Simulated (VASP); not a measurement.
Set up this calculation in VASP 6.6.1, as the native input.

- Task: single point
- Functional: PBE
- Potentials or basis: VASP PAW PBE potentials, release 64 (Al, N)
- Cutoff: 520 eV
- k mesh: 9 × 6 × 1
- Occupations: gaussian, width 0.05 eV
- Spin: collinear spin
- Starting moments: [0.0, 0.0, 0.0, 0.0, 0.0, 0.0, 0.0, 0.0, 3.0] μB
- Dipole correction: yes
- Further INCAR settings: ALGO = Normal; EDIFF = 1e-06; NBANDS = 32; NELMDL = -8

The structure of Al4N5 lies in POSCAR:

```
Al4N5
1.0
    3.1297683445      0.0000000000      0.0000000000
    0.0000000000      5.0173032419      0.0000000000
    0.0000000000      0.0000000000     19.0620320396
Al N
4 5
Direct
    0.0000000000      0.9982714950      0.2098412169
    0.5000000000      0.4982714950      0.2572383830
    0.5000000000      0.9915197257      0.3577010219
    0.0000000000      0.4624332462      0.3868097530
    0.0000000000      0.6167285050      0.2098412169
    0.5000000000      0.1167285050      0.2572383830
    0.5000000000      0.6143669392      0.3564124135
    0.0000000000      0.1112303975      0.3967065014
    0.5000000000      0.9445637309      0.5220146880
```

The input as run:

INCAR

```
ALGO = Normal
DIPOL = 0.5 0.5 0.328
EDIFF = 1E-6
ENCUT = 520
GGA = PE
GGA_COMPAT = False
IDIPOL = 3
ISIF = 2
ISMEAR = 0
ISPIN = 2
LASPH = True
LCHARG = False
LDIPOL = True
LORBIT = 11
LREAL = False
LWAVE = False
MAGMOM = 0 0 0 0 0 0 0 0 3
NBANDS = 32
NELM = 200
NELMDL = -8
PREC = Accurate
SIGMA = 0.05
```

KPOINTS

```
k-points
0
Gamma
  9 6 1
```

Potentials or basis: VASP PAW PBE potentials, release 64 (Al, N).

Launch:

```bash
$ cat potpaw_PBE.64/Al/POTCAR potpaw_PBE.64/N/POTCAR > POTCAR
$ mpirun -np 1 vasp_std > vasp.out
```

It gave:

```json
{
  "Largest force": "2.809 eV/Å",
  "Band gap on the k mesh": "1.30 eV (least direct gap 1.33 eV)",
  "Net moment": "3.00 μB per cell",
  "Site moments": "Al +0.00; N +0.00, +0.01, +0.07, +1.89 (each value once) μB",
  "Valence electrons inside the program's atomic spheres": "Al 0.75, 0.79, 0.81, 0.84; N 3.72, 3.80, 3.87, 3.82, 3.29"
}
```

It took 19 min on 1 thread of Oxide Virtual Turin-like Processor, with other jobs on the host, peak memory 0.59 GiB.
